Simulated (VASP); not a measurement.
Mn: single point with RPBE

Crystal: Mn.

```
Mn
1.0
     0.00000    2.46228    2.46228
     2.46228    0.00000    2.46228
     2.46228    2.46228    0.00000
Mn
2
Cartesian
  0.0000 0.0000 0.0000
  2.4623 2.4623 2.4623
```

This cell differs from its parent crystal: volume scaled by 1.04.

| Property | Result |
| --- | --- |
| Program | VASP 6.6.1 |
| Task | single point |
| Functional | RPBE |
| Potentials or basis | VASP PAW PBE potentials, release 64 (Mn_pv) |
| Cutoff | 520 eV |
| k mesh | 13 × 13 × 13 |
| Occupations | fermi-dirac, width 0.05 eV |
| Spin | collinear spin, antiferromagnetic start |
| Starting moments | [2.587, -2.587] μB |

```
Pressure                                              : -1.9 GPa
Band gap on the k mesh                                : zero (filled and empty bands overlap)
Net moment                                            : 0.00 μB per cell
Site moments                                          : Mn +2.85, -2.85 μB
Valence electrons inside the program's atomic spheres : Mn 11.67
```

Levels at points of the mesh, in eV from the Fermi level:
Spin up:
| k point | band 9 | band 10 | band 11 | band 12 | band 13 | band 14 | band 15 | band 16 | band 17 | band 18 |
| --- | --- | --- | --- | --- | --- | --- | --- | --- | --- | --- |
| (0.00, 0.00, 0.00) | -3.30 | -3.20 | -3.20 | -3.20 | 1.50 | 1.50 | 1.50 | 2.12 | 2.12 | 10.89 |
Spin down:
| k point | band 9 | band 10 | band 11 | band 12 | band 13 | band 14 | band 15 | band 16 | band 17 | band 18 |
| --- | --- | --- | --- | --- | --- | --- | --- | --- | --- | --- |
| (0.00, 0.00, 0.00) | -3.30 | -3.20 | -3.20 | -3.20 | 1.50 | 1.50 | 1.50 | 2.12 | 2.12 | 10.89 |

Wall time 62 s on 1 thread of Intel(R) Xeon(R) 6975P-C (Granite Rapids), on a shared host, peak memory 0.22 GiB.

Caveat: the PAW data sets were made with another functional, which shifts forces and pressure a little.
